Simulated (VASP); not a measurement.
# Ge (Fd-3m) in VASP: settings compared, part 2 of 2

VASP 6.6.1.

### Step 4. Single point, B3LYP

This run uses another cell than the first one, of 21.28 Å³/atom, 0.940 times its volume.

The input, POSCAR:

```
Ge
1.0
    0.0000000000      2.7711609388      2.7711609388
    2.7711609388      0.0000000000      2.7711609388
    2.7711609388      2.7711609388      0.0000000000
Ge
2
Direct
    0.7500000000      0.7500000000      0.7500000000
    0.5000000000      0.5000000000      0.5000000000
```

The input, INCAR.step1:

```
  PREC = Accurate
  ENCUT = 520
  EDIFF = 1E-5
  ISMEAR = -1
  SIGMA = 0.05
  LREAL = F
  LASPH = T
  NELM = 60
  ALGO = Normal
  ISIF = 2
  LWAVE = T
  NBANDS = 21
  GGA = PE
```

The input, INCAR.step2:

```
  PREC = Accurate
  ENCUT = 520
  EDIFF = 1E-6
  ISMEAR = -1
  SIGMA = 0.05
  LREAL = F
  LASPH = T
  NELM = 60
  ALGO = Normal
  ISIF = 2
  LWAVE = F
  LCHARG = T
  GGA = B3
  LHFCALC = T
  AEXX = 0.2
  AGGAX = 0.72
  AGGAC = 0.81
  ALDAC = 0.19
  PRECFOCK = Normal
  LELF = T
  LVHAR = T
  NBANDS = 21
  ISTART = 1
```

The input, KPOINTS:

```
Automatic mesh
0
Gamma
  4 4 4
```

Potentials or basis: VASP PAW PBE potentials, release 64 (Ge_d).

The run is started by

```console
$ cat potpaw_PBE.64/Ge_d/POTCAR > POTCAR
$ cp INCAR.step1 INCAR
$ mpirun -np 1 vasp_std > vasp.out
$ cp INCAR.step2 INCAR
$ mpirun -np 1 vasp_std > vasp.out
```

OUTCAR:

```text
PREC = Accurate
   ENCUT = 520
   EDIFF = 1E-6
   ISMEAR = -1
   LREAL = F
   LASPH = T
   NELM = 60
   ISIF = 2
   GGA = B3
   LHFCALC = T
   AEXX = 0.2
   PRECFOCK = Normal
   ISTART = 1

 ion  position               nearest neighbor table
   1  0.750  0.750  0.750-   2 2.40   2 2.40   2 2.40   2 2.40
   2  0.500  0.500  0.500-   1 2.40   1 2.40   1 2.40   1 2.40

  LATTYP: Found a face centered cubic cell.
 ALAT       =     5.5423218776

  Lattice vectors:

 A1 = (   0.0000000000,   2.7711609388,   2.7711609388)
 A2 = (   2.7711609388,   0.0000000000,   2.7711609388)
 A3 = (   2.7711609388,   2.7711609388,   0.0000000000)

Analysis of symmetry for initial positions (statically):
=====================================================================
 Subroutine PRICEL returns:
 Original cell was already a primitive cell.

 Routine SETGRP: Setting up the symmetry group for a
 face centered cubic supercell.

 Subroutine GETGRP returns: Found 48 space group operations
 (whereof 24 operations were pure point group operations)
 out of a pool of 48 trial point group operations.

The static configuration has the point symmetry T_d .
 The point group associated with its full space group is O_h .

Analysis of symmetry for dynamics (positions and initial velocities):
=====================================================================
 Subroutine PRICEL returns:
 Original cell was already a primitive cell.

 Routine SETGRP: Setting up the symmetry group for a
 face centered cubic supercell.

 Subroutine GETGRP returns: Found 48 space group operations
 (whereof 24 operations were pure point group operations)
 out of a pool of 48 trial point group operations.

The dynamic configuration has the point symmetry T_d .
 The point group associated with its full space group is O_h .

 Subroutine INISYM returns: Found 48 space group operations
 (whereof 24 operations are pure point group operations),
 and found     1 'primitive' translations

----------------------------------------------------------------------------------------

                                     Primitive cell

  volume of cell :      42.5613

  direct lattice vectors                    reciprocal lattice vectors
     0.000000000  2.771160939  2.771160939    -0.180429795  0.180429795  0.180429795
     2.771160939  0.000000000  2.771160939     0.180429795 -0.180429795  0.180429795
     2.771160939  2.771160939  0.000000000     0.180429795  0.180429795 -0.180429795

  length of vectors
     3.919013383  3.919013383  3.919013383     0.312513572  0.312513572  0.312513572

  position of ions in fractional coordinates (direct lattice)
     0.750000000  0.750000000  0.750000000
     0.500000000  0.500000000  0.500000000

  ion indices of the primitive-cell ions
   primitive index   ion index
                 1           1
                 2           2

----------------------------------------------------------------------------------------

 KPOINTS: Automatic mesh

Automatic generation of k-mesh.
 Grid dimensions read from file:
 generate k-points for:    4    4    4

 Generating k-lattice:

  Cartesian coordinates                     Fractional coordinates (reciprocal lattice)
    -0.045107449  0.045107449  0.045107449     0.250000000  0.000000000  0.000000000
     0.045107449 -0.045107449  0.045107449     0.000000000  0.250000000  0.000000000
     0.045107449  0.045107449 -0.045107449     0.000000000  0.000000000  0.250000000

  Length of vectors
     0.078128393  0.078128393  0.078128393

  Shift w.r.t. Gamma in fractional coordinates (k-lattice)
     0.000000000  0.000000000  0.000000000

 Subroutine IBZKPT returns following result:
 ===========================================

 Found      8 irreducible k-points:

 Following reciprocal coordinates:
            Coordinates               Weight
  0.000000  0.000000  0.000000      1.000000
  0.250000  0.000000  0.000000      8.000000
  0.500000  0.000000  0.000000      4.000000
  0.250000  0.250000  0.000000      6.000000
  0.500000  0.250000  0.000000     24.000000
 -0.250000  0.250000  0.000000     12.000000
  0.500000  0.500000  0.000000      3.000000
 -0.250000  0.500000  0.250000      6.000000
   k-points           NKPTS =      8   k-points in BZ     NKDIM =     64   number of bands    NBANDS=     21
   number of dos      NEDOS =    301   number of ions     NIONS =      2
   total plane-waves  NPLWV =  27000
   dimension x,y,z NGX =    30 NGY =   30 NGZ =   30
   dimension x,y,z NGXF=    60 NGYF=   60 NGZF=   60
   ions per type =               2
   NGX,Y,Z   is equivalent  to a cutoff of  12.73, 12.73, 12.73 a.u.
   NGXF,Y,Z  is equivalent  to a cutoff of  25.45, 25.45, 25.45 a.u.
 SYSTEM =  unknown system
   PREC   = accura    normal or accurate (medium, high low for compatibility)
   ISTART =      1    job   : 0-new  1-cont  2-samecut
   ICHARG =      0    charge: 1-file 2-atom 10-const
   ISPIN  =      1    spin polarized calculation?
   LNONCOLLINEAR =      F non collinear calculations
   LSORBIT =      F    spin-orbit coupling
   LASPH  =      T    aspherical Exc in radial PAW
   ENCUT  =  520.0 eV  38.22 Ry    6.18 a.u.   7.29  7.29  7.29*2*pi/ulx,y,z
   NELM   =     60;   NELMIN=  2; NELMDL=  0     # of ELM steps
   EDIFF  = 0.1E-05   stopping-criterion for ELM
   LREAL  =      F    real-space projection
   EDIFFG = 0.1E-04   stopping-criterion for IOM
   NSW    =      0    number of steps for IOM
   IBRION =     -1    ionic relax: 0-MD 1-quasi-New 2-CG
   NFREE  =      0    steps in history (QN), initial steepest desc. (CG)
   ISIF   =      2    stress and relaxation
   ISYM   =      3    0-nonsym 1-usesym 2-fastsym
   POTIM  = 0.5000    time-step for ionic-motion
   TEBEG  =    0.0;   TEEND  =   0.0 temperature during run
   PSTRESS=    0.0 pullay stress
   NELECT =      28.0000    total number of electrons
   NUPDOWN=      -1.0000    fix difference up-down
   EMIN   =  10.00;   EMAX   =-10.00  energy-range for DOS
   EFERMI =   0.00;   METHOD = LEGACY
   ISMEAR =    -1;   SIGMA  =   0.05  broadening in eV -4-tet -1-fermi 0-gaus
   EFERMI_NEDOS =   21; number of points for ismear=-14 and -15
   IALGO  =     38    algorithm
   IMIX   =      1    mixing-type and parameters
     AMIX     =   0.40;   BMIX     =  1.00
     AMIX_MAG =   1.60;   BMIX_MAG =  1.00
  volume/ion in A,a.u.               =      21.28       143.61
  Fermi-wavevector in a.u.,A,eV,Ry     =   1.423822  2.690634 27.582678  2.027270
  Thomas-Fermi vector in A             =   2.544379
   LORBIT       =      0    0 simple, 1 ext, 2 COOP (PROOUT), +10 PAW based schemes
   GGA     = B3    functional components
   LHFCALC =     T    Hartree Fock is set to
   PRECFOCK=normal    Normal, Fast or Accurate (Low or Medium for compatibility)
   ENCUT4O =  -1.0   cutoff for four orbital integrals eV
   NKREDX  =     1    reduce k-point grid by
   NKREDY  =     1    reduce k-point grid by
   NKREDZ  =     1    reduce k-point grid by
   AEXX    =    0.2000 exact exchange contribution
   HFSCREEN=    0.0000 screening length (either q_TF or 0.3 A-1)
   HFSCREENC=   0.0000 screening length for correlation (either q_TF or 0.3 A-1)
   ENCUTFOCK=  -1.0 apply spherical cutoff to Coloumb kernel
   IVDW    =     0    specifies the selected vdW correction
   LEPSILON=     F    determine dielectric tensor
   LRPA    =     F    only Hartree local field effects (RPA)
 non-spin polarized calculation
  energy-cutoff  :      520.00
  volume of cell :       42.56
 maximum number of plane-waves:      1162
 NGX is ok and might be reduce to    30
  NGX = 24; NGY = 24; NGZ = 24

 number of electron      27.9999991 magnetization

 Free energy of the ion-electron system (eV)
  ---------------------------------------------------
  ext. energy  EPLUGINS =         0.00000000
  ---------------------------------------------------
  free energy    TOTEN  =        -9.54372344 eV

  energy without entropy =       -9.54372339  energy(sigma->0) =       -9.54372341

 E-fermi :   6.0485     XC(G=0):  -8.1202

 val. band max:        5.2965018762   @ k =   0.0000   0.0000   0.0000
 cond. band min:       6.8150570377   @ k =   0.5000   0.0000   0.0000
 fundamental gap:      1.5185551615
 Fermi energy:         6.0485427316

 k-point     1 :       0.0000    0.0000    0.0000
  band No.  band energies     occupation
      1     -22.1165      2.00000
      2     -22.1165      2.00000
      3     -22.1165      2.00000
      4     -22.0737      2.00000
      5     -22.0737      2.00000
      6     -21.8274      2.00000
[... 181 lines left out ...]
     20      18.4683      0.00000
     21      20.4157      0.00000

------------------------ aborting loop because EDIFF is reached ----------------------------------------

  FORCE on cell =-STRESS in cart. coord.  units (eV):
  Direction    XX          YY          ZZ          XY          YZ          ZX
  --------------------------------------------------------------------------------------
  -------------------------------------------------------------------------------------
  Total        2.7299186      2.7299186      2.7299186      0.0000000      0.0000000     -0.0000000
  in kB      102.7649562    102.7649562    102.7649562      0.0000000      0.0000000     -0.0000000
  external PRESSURE =     102.7649562 kB  Pullay stress =       0.0000000 kB

 VOLUME and BASIS-vectors are now :
 -----------------------------------------------------------------------------
  energy-cutoff  :      520.00
  volume of cell :       42.56
      direct lattice vectors                 reciprocal lattice vectors
     0.000000000  2.771160939  2.771160939    -0.180429795  0.180429795  0.180429795
     2.771160939  0.000000000  2.771160939     0.180429795 -0.180429795  0.180429795
     2.771160939  2.771160939  0.000000000     0.180429795  0.180429795 -0.180429795

 POSITION                                       TOTAL-FORCE (eV/Angst)
 -----------------------------------------------------------------------------------
      4.15674      4.15674      4.15674         0.000000      0.000000      0.000000
      2.77116      2.77116      2.77116        -0.000000     -0.000000     -0.000000
 -----------------------------------------------------------------------------------
    total drift:                                0.000004      0.000003      0.000006

  FREE ENERGIE OF THE ION-ELECTRON SYSTEM (eV)
  ---------------------------------------------------
  free  energy   TOTEN  =        -9.5437234355 eV

  energy  without entropy=       -9.5437233908  energy(sigma->0) =       -9.54372341
```

Run time: 15 min. Hardware: 1 thread of AMD EPYC 7R43 (Zen 3), shared host; peak memory 0.15 GiB.

What came out:

| Property | Result |
| --- | --- |
| Free energy | -9.5437 eV |
| Pressure | 10.3 GPa |
| Band gap on the k mesh | 1.52 eV, indirect (least direct gap 1.77 eV) |

Levels at points of the mesh, in eV from the valence-band top:
| k point | band 10 | band 11 | band 12 | band 13 | band 14 | band 15 | band 16 | band 17 | band 18 | band 19 |
| --- | --- | --- | --- | --- | --- | --- | --- | --- | --- | --- |
| (0.00, 0.00, 0.00) | -27.10 | -14.34 | 0.00 | 0.00 | 0.00 | 1.77 | 3.77 | 3.77 | 3.77 | 8.12 |
| (0.50, 0.00, 0.00) | -27.07 | -11.92 | -8.49 | -1.60 | -1.60 | 1.52 | 5.06 | 5.06 | 8.67 | 12.60 |
| (0.50, 0.50, 0.00) | -27.06 | -9.87 | -9.87 | -3.51 | -3.51 | 1.85 | 1.85 | 11.65 | 11.65 | 13.93 |

Caveat: the k points lie up to 0.49 Å⁻¹ apart; the PAW data sets were made with another functional, which shifts forces and pressure a little. A k mesh can miss the band edges.

### Step 5. Single point, B3LYP

This run uses another cell than the first one, of 21.73 Å³/atom, 0.960 times its volume.

The input, POSCAR:

```
Ge
1.0
    0.0000000000      2.7906767997      2.7906767997
    2.7906767997      0.0000000000      2.7906767997
    2.7906767997      2.7906767997      0.0000000000
Ge
2
Direct
    0.7500000000      0.7500000000      0.7500000000
    0.5000000000      0.5000000000      0.5000000000
```

The input, INCAR.step1:

```
SYSTEM = Ge
PREC = Accurate
ENCUT = 520
EDIFF = 1E-5
ISMEAR = -1
SIGMA = 0.05
LREAL = .False.
LASPH = .True.
NELM = 60
ALGO = Normal
ISIF = 2
LWAVE = .True.
LCHARG = .False.
GGA = PE
NBANDS = 21
```

The input, INCAR.step2:

```
SYSTEM = Ge
PREC = Accurate
ENCUT = 520
EDIFF = 1E-7
ISMEAR = -1
SIGMA = 0.05
LREAL = .False.
LASPH = .True.
NELM = 60
ALGO = Normal
ISIF = 2
LWAVE = .False.
LCHARG = .False.
GGA = B3
LHFCALC = .True.
AEXX = 0.2
AGGAX = 0.72
AGGAC = 0.81
ALDAC = 0.19
PRECFOCK = Normal
ISTART = 1
NBANDS = 21
```

The input, KPOINTS:

```
Automatic mesh
0
Gamma
  4 4 4
  0 0 0
```

The run is started by

```console
$ cat potpaw_PBE.64/Ge_d/POTCAR > POTCAR
$ cp INCAR.step1 INCAR
$ mpirun -np 1 vasp_std > vasp.out
$ cp INCAR.step2 INCAR
$ mpirun -np 1 vasp_std > vasp.out
```

It took 20 min on 1 thread of AMD EPYC 7R43 (Zen 3), shared host; peak memory 0.14 GiB.

It converged, with:

```
Free energy            : -9.5961 eV
Pressure               : 8.1 GPa
Band gap on the k mesh : 1.44 eV, indirect (least direct gap 1.54 eV)
```

Levels at points of the mesh, in eV from the valence-band top:
```csv
k point,band 10,band 11,band 12,band 13,band 14,band 15,band 16,band 17,band 18,band 19
"(0.00, 0.00, 0.00)",-27.09,-14.16,0.00,0.00,0.00,1.54,3.75,3.75,3.75,8.05
"(0.50, 0.00, 0.00)",-27.06,-11.80,-8.38,-1.57,-1.57,1.44,5.04,5.04,8.66,12.44
"(0.50, 0.50, 0.00)",-27.05,-9.78,-9.78,-3.43,-3.43,1.87,1.87,11.46,11.46,13.70
```

Caveat: the k points lie up to 0.49 Å⁻¹ apart; the PAW data sets were made with another functional, which shifts forces and pressure a little. A k mesh can miss the band edges.

### Step 6. The runs side by side

| task | level | cell | k mesh | cutoff (eV) | grid for exact exchange (PRECFOCK) | gap on the mesh (eV) | pressure (GPa) | relaxed volume (Å³/atom) |
| --- | --- | --- | --- | --- | --- | --- | --- | --- |
| relaxation of cell and atoms | revPBE | relaxed from a = 4.001 Å, angles 60.0°, 2 atoms | 8 × 8 × 8 | 600 | - | none | 0.0 | 24.39 |
| relaxation of cell and atoms | PBEsol | relaxed from a = 4.001 Å, angles 60.0°, 2 atoms | 8 × 8 × 8 | 600 | - | none | -0.1 | 22.91 |
| single point | B3LYP | a = 3.919 Å, angles 60.0°, 2 atoms | 4 × 4 × 4 | 520 | Normal | 1.52 | 10.3 | - |
| single point | B3LYP | a = 3.947 Å, angles 60.0°, 2 atoms | 4 × 4 × 4 | 520 | Normal | 1.44 | 8.1 | - |

Alike in all rows: potentials or basis VASP PAW PBE potentials, release 64 (Ge_d); no spin polarisation; smearing fermi-dirac 0.05 eV.

Caveats: some runs use coarse meshes; the PAW data sets were made with another functional, which shifts forces and pressure a little.

Absolute energies hang on the potentials; compare differences alone.

### Step 7. How close it comes

Step 2. The cell as given is a measured one (22.64 Å³/atom); revPBE puts the equilibrium volume +7.7 % from it, thermal expansion not counted.

Step 3. The cell as given is a measured one (22.64 Å³/atom); PBEsol puts the equilibrium volume +1.2 % from it, thermal expansion not counted.
